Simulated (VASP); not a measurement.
# SiNi (NiSi (Pnma)) (Pnma) in VASP: single point with PBE

Aim: the single point of SiNi (NiSi (Pnma)) with PBE.

Program: VASP 6.6.1. These are calculated values, not measurements. Logs are shortened: lines on timing, memory, paths and dates and some standing lists are left out, and cuts for length are marked.

## Step 1: The cell of the first run

The structure is orthorhombic, space group Pnma (No. 62). The conventional cell has a = 5.138 Å, b = 3.397 Å, c = 5.599 Å, α = 90.00°, β = 90.00°, γ = 90.00°. Si (site symmetry m) has 6 Ni at 2.29 to 2.41 Å and 2 Si at 2.68 Å within 3.0 Å. Within 3.0 Å of Ni (site symmetry m) lie 6 Si at 2.29 to 2.41 Å and 4 Ni at 2.66 to 2.71 Å.

## Step 2: Single point, PBE

The input, INCAR:

```
PREC = Accurate ; ENCUT = 520
EDIFF = 1E-6 ; ISMEAR = 1
SIGMA = 0.1 ; LREAL = Auto
LASPH = T ; NELM = 60
ALGO = Normal ; ISIF = 2
LWAVE = F ; LCHARG = F
GGA = PE ; NBANDS = 70
```

The input, KPOINTS:

```
Automatic mesh
0
Gamma
  4 4 4
```

The input, POSCAR:

```
SiNi
1.0
    0.0000000000      3.3970617458      5.5985038682
    5.1384089322      0.0000000000      5.5985038682
    5.1384089322      3.3970617458      0.0000000000
Si Ni
8 8
Direct
    0.2574661386      0.3283717858      0.4925338614
    0.7574661386      0.8283717858      0.9925338614
    0.2425338614      0.1716282142      0.0074661386
    0.7425338614      0.6716282142      0.5074661386
    0.1716282142      0.7425338614      0.5783717858
    0.6716282142      0.2425338614      0.0783717858
    0.3283717858      0.7574661386      0.9216282142
    0.8283717858      0.2574661386      0.4216282142
    0.2150833354      0.4734900663      0.0349166646
    0.7150833354      0.9734900663      0.5349166646
    0.2849166646      0.0265099337      0.4650833354
    0.7849166646      0.5265099337      0.9650833354
    0.0265099337      0.7849166646      0.2234900663
    0.5265099337      0.2849166646      0.7234900663
    0.4734900663      0.7150833354      0.2765099337
    0.9734900663      0.2150833354      0.7765099337
```

Potentials or basis: VASP PAW PBE potentials, release 64 (Si, Ni).

Launch:

```bash
$ cat potpaw_PBE.64/Si/POTCAR potpaw_PBE.64/Ni/POTCAR > POTCAR
$ mpirun -np 1 vasp_std > vasp.out
```

OUTCAR:

```text
PREC = Accurate
   ENCUT = 520
   EDIFF = 1E-6
   ISMEAR = 1
   LREAL = Auto
   LASPH = T
   NELM = 60
   ISIF = 2
   GGA = PE

 ion  position               nearest neighbor table
   1  0.257  0.328  0.493-  11 2.29  13 2.33  14 2.33  16 2.39   9 2.41  10 2.41   3 2.68   4 2.68

   2  0.757  0.828  0.993-  12 2.29  13 2.33  14 2.33  15 2.39   9 2.41  10 2.41   4 2.68   3 2.68

   3  0.243  0.172  0.007-   9 2.29  15 2.33  16 2.33  14 2.39  12 2.41  11 2.41   2 2.68   1 2.68
[... 13 lines left out ...]
  10  0.715  0.973  0.535-   4 2.29   5 2.33   6 2.33   8 2.39   1 2.41   2 2.41  13 2.66  14 2.66
                            11 2.71  12 2.71
  11  0.285  0.027  0.465-   1 2.29   7 2.33   8 2.33   5 2.39   4 2.41   3 2.41  15 2.66  16 2.66
                             9 2.71  10 2.71
  12  0.785  0.527  0.965-   2 2.29   7 2.33   8 2.33   6 2.39   4 2.41   3 2.41  15 2.66  16 2.66
                             9 2.71  10 2.71
  13  0.027  0.785  0.223-   7 2.29   2 2.33   1 2.33   4 2.39   6 2.41   5 2.41   9 2.66  10 2.66
                            15 2.71  16 2.71
  14  0.527  0.285  0.723-   8 2.29   2 2.33   1 2.33   3 2.39   6 2.41   5 2.41   9 2.66  10 2.66
                            15 2.71  16 2.71
  15  0.473  0.715  0.277-   5 2.29   4 2.33   3 2.33   2 2.39   7 2.41   8 2.41  11 2.66  12 2.66
                            13 2.71  14 2.71
  16  0.973  0.215  0.777-   6 2.29   4 2.33   3 2.33   1 2.39   7 2.41   8 2.41  11 2.66  12 2.66
                            13 2.71  14 2.71

  LATTYP: Found a face centered orthorhombic cell.
 ALAT       =     6.7941234916
 B/A-ratio  =     1.5126039256
 C/A-ratio  =     1.6480430110

  Lattice vectors:

 A1 = (   5.1384089322,   0.0000000000,  -5.5985038682)
 A2 = (   0.0000000000,   3.3970617458,  -5.5985038682)
 A3 = (   5.1384089322,   3.3970617458,   0.0000000000)

Analysis of symmetry for initial positions (statically):
=====================================================================
 Subroutine PRICEL returns following result:

  LATTYP: Found a simple orthorhombic cell.
 ALAT       =     3.3970617458
 B/A-ratio  =     1.5126039256
 C/A-ratio  =     1.6480430110

  Lattice vectors:

 A1 = (   0.0000000000,  -3.3970617458,   0.0000000000)
 A2 = (   5.1384089322,   0.0000000000,   0.0000000000)
 A3 = (   0.0000000000,   0.0000000000,   5.5985038682)

   2 primitive cells build up your supercell.

 Routine SETGRP: Setting up the symmetry group for a
 face centered orthorhombic supercell.

[... 141 lines left out ...]
   IBRION =     -1    ionic relax: 0-MD 1-quasi-New 2-CG
   NFREE  =      0    steps in history (QN), initial steepest desc. (CG)
   ISIF   =      2    stress and relaxation
   ISYM   =      2    0-nonsym 1-usesym 2-fastsym
   POTIM  = 0.5000    time-step for ionic-motion
   TEBEG  =    0.0;   TEEND  =   0.0 temperature during run
   PSTRESS=    0.0 pullay stress
   NELECT =     112.0000    total number of electrons
   NUPDOWN=      -1.0000    fix difference up-down
   EMIN   =  10.00;   EMAX   =-10.00  energy-range for DOS
   EFERMI =   0.00;   METHOD = LEGACY
   ISMEAR =     1;   SIGMA  =   0.10  broadening in eV -4-tet -1-fermi 0-gaus
   EFERMI_NEDOS =   21; number of points for ismear=-14 and -15
   IALGO  =     38    algorithm
   IMIX   =      4    mixing-type and parameters
     AMIX     =   0.40;   BMIX     =  1.00
     AMIX_MAG =   1.60;   BMIX_MAG =  1.00
  volume/ion in A,a.u.               =      12.22        82.43
  Fermi-wavevector in a.u.,A,eV,Ry     =   1.359783  2.569617 25.157291  1.849009
  Thomas-Fermi vector in A             =   2.486501
   LORBIT       =      0    0 simple, 1 ext, 2 COOP (PROOUT), +10 PAW based schemes
   GGA     = PE    functional components
   LHFCALC =     F    Hartree Fock is set to
   AEXX    =    0.0000 exact exchange contribution
   IVDW    =     0    specifies the selected vdW correction
   LEPSILON=     F    determine dielectric tensor
   LRPA    =     F    only Hartree local field effects (RPA)
 non-spin polarized calculation
 Methfessel and Paxton  Order N= 1 SIGMA  =   0.10
  energy-cutoff  :      520.00
  volume of cell :      195.45
 maximum number of plane-waves:      5282
 NGX is ok and might be reduce to    50
   NGX = 25   NGY = 29   NGZ = 23

 number of electron     112.0000009 magnetization

 Free energy of the ion-electron system (eV)
  ---------------------------------------------------
  ext. energy  EPLUGINS =         0.00000000
  ---------------------------------------------------
  free energy    TOTEN  =       -95.19023061 eV

  energy without entropy =      -95.18891946  energy(sigma->0) =      -95.18979356

 E-fermi :  10.3429     XC(G=0): -12.1700

 val. band max:       10.3410692835   @ k =   0.5000  -0.2500   0.2500
 cond. band min:      10.4095124239   @ k =  -0.2500  -0.0000   0.2500
 fundamental gap:      0.0684431405
 Fermi energy:        10.3428772827

 k-point     1 :       0.0000    0.0000    0.0000
  band No.  band energies     occupation
      1      -2.6098      2.00000
      2       0.7783      2.00000
      3       1.7267      2.00000
      4       1.7267      2.00000
      5       1.7267      2.00000
      6       1.7267      2.00000
[... 1267 lines left out ...]
     67      14.5596      0.00000
     68      14.5596      0.00000
 [bands above 68 left out]

------------------------ aborting loop because EDIFF is reached ----------------------------------------

  FORCE on cell =-STRESS in cart. coord.  units (eV):
  Direction    XX          YY          ZZ          XY          YZ          ZX
  --------------------------------------------------------------------------------------
  -------------------------------------------------------------------------------------
  Total        0.3974732     -0.7129261      0.3036080     -0.0000000      0.0000000      0.0000000
  in kB        3.2582496     -5.8441457      2.4887985     -0.0000000      0.0000000      0.0000000
  external PRESSURE =      -0.0323658 kB  Pullay stress =       0.0000000 kB

 VOLUME and BASIS-vectors are now :
 -----------------------------------------------------------------------------
  energy-cutoff  :      520.00
  volume of cell :      195.45
      direct lattice vectors                 reciprocal lattice vectors
     0.000000000  3.397061746  5.598503868    -0.097306385  0.147186021  0.089309575
     5.138408932  0.000000000  5.598503868     0.097306385 -0.147186021  0.089309575
     5.138408932  3.397061746  0.000000000     0.097306385  0.147186021 -0.089309575

 POSITION                                       TOTAL-FORCE (eV/Angst)
 -----------------------------------------------------------------------------------
      4.21815      2.54780      3.27982         0.014600      0.000000      0.003566
      9.35656      5.94486      8.87832         0.014600      0.000000      0.003566
      0.92026      0.84927      2.31869        -0.014600      0.000000     -0.003566
      6.05867      4.24633      7.91719        -0.014600      0.000000     -0.003566
      6.78735      2.54780      5.11794         0.014600      0.000000     -0.003566
      1.64894      2.54780      5.11794         0.014600      0.000000     -0.003566
[... 8 lines left out ...]
      5.09521      2.54780      6.65423        -0.012314      0.000000     -0.002963
      5.09521      5.94486      6.65423        -0.012314      0.000000     -0.002963
 -----------------------------------------------------------------------------------
    total drift:                                0.000000      0.000000      0.000000

  FREE ENERGIE OF THE ION-ELECTRON SYSTEM (eV)
  ---------------------------------------------------
  free  energy   TOTEN  =       -95.1902306077 eV

  energy  without entropy=      -95.1889194643  energy(sigma->0) =      -95.18979356
```

Run time: 14 min. Hardware: 1 thread of Intel Xeon 6975P-C, shared host; peak memory 0.46 GiB.

Results:

* Free energy: -95.1902 eV
* Pressure: 0.0 GPa
* Largest force: 0.015 eV/Å
* Band gap on the k mesh: zero (band 56 reaches 10.51 eV, above the bottom of band 57 at 10.06 eV)

Forces on the atoms (eV/Å):
```
Si   0.015  0.000  0.004
Si   0.015  0.000  0.004
Si  -0.015  0.000 -0.004
Si  -0.015  0.000 -0.004
Si   0.015  0.000 -0.004
Si   0.015  0.000 -0.004
Si  -0.015  0.000  0.004
Si  -0.015  0.000  0.004
Ni   0.012  0.000 -0.003
Ni   0.012  0.000 -0.003
Ni  -0.012  0.000  0.003
Ni  -0.012  0.000  0.003
Ni   0.012  0.000  0.003
Ni   0.012  0.000  0.003
Ni  -0.012  0.000 -0.003
Ni  -0.012  0.000 -0.003
```

Stress tensor (GPa, compression positive):
```
 0.33  0.00  0.00
 0.00 -0.58  0.00
 0.00  0.00  0.25
```

Spin polarisation is off, so any magnetic state and its effect on volume and gap are missing.
